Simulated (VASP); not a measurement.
Mo, 1 atom in the cell. Symmetry: Fm-3m, No. 225, cubic system. The conventional cell has a = 4.003 Å, b = 4.003 Å, c = 4.003 Å, α = 90.00°, β = 90.00°, γ = 90.00°. Within 3.7 Å of Mo (site symmetry m-3m) lie 12 Mo at 2.83 Å. 

```yaml
Program: VASP 6.6.1
Task: single point
Functional: PBE
Potentials_or_basis: VASP PAW PBE potentials, release 64 (Mo_sv)
Cutoff: 500 eV
k_mesh: 8 × 8 × 8
Occupations: gaussian, width 0.05 eV
Spin: no spin polarisation
Dipole_correction: no
Further_INCAR_settings: ALGO = Normal; EDIFF = 1e-06; NBANDS = 13
```

Potentials or basis: VASP PAW PBE potentials, release 64 (Mo_sv).

Launch:

```console
$ cat potpaw_PBE.64/Mo_sv/POTCAR > POTCAR
$ mpirun -np 1 vasp_std > vasp.out
```

Hardware: 1 thread of Intel(R) Xeon(R) 6975P-C (Granite Rapids), with other jobs on the host.

Q: Estimate the wall time of this run.

A: Run time: 2.6 s on 1 thread of Intel(R) Xeon(R) 6975P-C (Granite Rapids), with other jobs on the host, peak memory 0.13 GiB. Counts: scf iterations 11, k points 29.
